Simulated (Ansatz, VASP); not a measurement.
Two plane-wave programs on Hf3Rh

Contents of INCAR:

```
PREC     = Accurate       # precision mode
ENCUT    = 520            # plane-wave cutoff, eV
EDIFF    = 1E-7           # SCF threshold, eV
ISMEAR   = 0              # smearing method
SIGMA    = 0.1            # smearing width, eV
LREAL    = False          # projectors in reciprocal space
LASPH    = True           # aspherical terms in the spheres
NELM     = 80             # most SCF steps
ALGO     = Fast           # electronic algorithm
ISIF     = 2              # what is computed and relaxed
LWAVE    = False          # write WAVECAR
LCHARG   = False          # write CHGCAR
GGA      = PE             # functional
NBANDS   = 30             # bands
```

File KPOINTS:

```
Automatic mesh
0
Gamma
  4 4 4
```

POSCAR

```
Hf3Rh
1.0
    4.1194252475      0.0000000000      0.0000000000
    0.0000000000      4.1194252475      0.0000000000
    0.0000000000      0.0000000000      4.1194252475
Hf Rh
3 1
Direct
    0.0000000000      0.5000000000      0.5000000000
    0.5000000000      0.0000000000      0.5000000000
    0.5000000000      0.5000000000      0.0000000000
    0.0000000000      0.0000000000      0.0000000000
```

Input for Ansatz:

```yaml
crystal:
  lattice:
    - [4.1194252475, 0.0, 0.0]
    - [0.0, 4.1194252475, 0.0]
    - [0.0, 0.0, 4.1194252475]
  atoms:
    - { symbol: Hf, position: [0.0, 0.5, 0.5] }
    - { symbol: Hf, position: [0.5, 0.0, 0.5] }
    - { symbol: Hf, position: [0.5, 0.5, 0.0] }
    - { symbol: Rh, position: [0.0, 0.0, 0.0] }
basis:
  ecutwfc: 420
kpoints:
  mp_grid: { grid: [4, 4, 4] }
hamiltonian:
  xc: pbe
scf:
  occupations: { method: gaussian, width: 0.1 }
  lower_state_search: "off"
output:
  forces: true
  stress: true
  eigenvalues: true
```

Alike in both runs: task single point; functional PBE; k mesh 4 × 4 × 4; occupations gaussian, width 0.1 eV; no spin polarisation.

|  | VASP | Ansatz |
| --- | --- | --- |
| version | VASP 6.6.1 | Ansatz 0.2.0 |
| potentials or method | VASP PAW PBE potentials, release 64 (Hf_pv, Rh_pv), cutoff 520 eV | scalar-relativistic, plane waves, PAW |
| valence electrons in the cell | 45 | 95 |

|  | VASP | Ansatz | Ansatz less VASP |
| --- | --- | --- | --- |
| gap on the k mesh at the Fermi level (eV) | none | none | - |
| pressure (GPa) | 20.9 | 21.6 | +0.71 |

A gap of «none» marks a metal or a gap that the smearing closes. VASP's potentials hold 45 valence electrons a cell and Ansatz's 95, so a difference there can come from the potentials and not from the codes.

The k mesh is coarse, so the values compare programs but aren't converged. Spin-orbit coupling is off throughout.
